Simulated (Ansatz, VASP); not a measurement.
## Two plane-wave programs on FeBr4

```
Fe Br
1.0
     0.00000    5.17330    5.17330
     5.17330    0.00000    5.17330
     5.17330    5.17330    0.00000
Fe Br
1 4
Direct
  0.25000 0.25000 0.25000
  0.12296 0.63112 0.12296
  0.12296 0.12296 0.12296
  0.63112 0.12296 0.12296
  0.12296 0.12296 0.63112
```

Alike in both runs: functional PBE; k mesh 6 × 6 × 6; occupations gaussian, width 0.1 eV; collinear spin.

Ansatz relaxed the structure, and its values are those at the end. VASP's run is a single point on that final structure, the one shown.

|  | VASP | Ansatz |
| --- | --- | --- |
| version | VASP 6.6.1 | Ansatz 0.2.0 |
| potentials or method | VASP PAW PBE potentials, release 64 (Fe, Br), cutoff 520 eV | scalar-relativistic, plane waves, PAW |
| valence electrons in the cell | 36 | 44 |

|  | VASP | Ansatz | Ansatz less VASP |
| --- | --- | --- | --- |
| gap on the k mesh at the Fermi level (eV) | none | none | - |
| pressure (GPa) | 0.3 | 0.3 | 0.00 |
| rms of the force components (eV/Å) | 0.004 | 0.000 | -0.0037 |
| net moment per atom (μB) | 0.80 | 0.80 | 0.000 |
| size of the moment on the site where the two differ most (μB) | 3.11 | 3.05 | -0.065 |

Site moments also hang on the region over which each program counts them. A gap of «none» marks a metal or a gap that the smearing closes. VASP's potentials hold 36 valence electrons a cell and Ansatz's 44, so a difference there can come from the potentials and not from the codes. Ansatz's warnings: stress scf threshold loose.
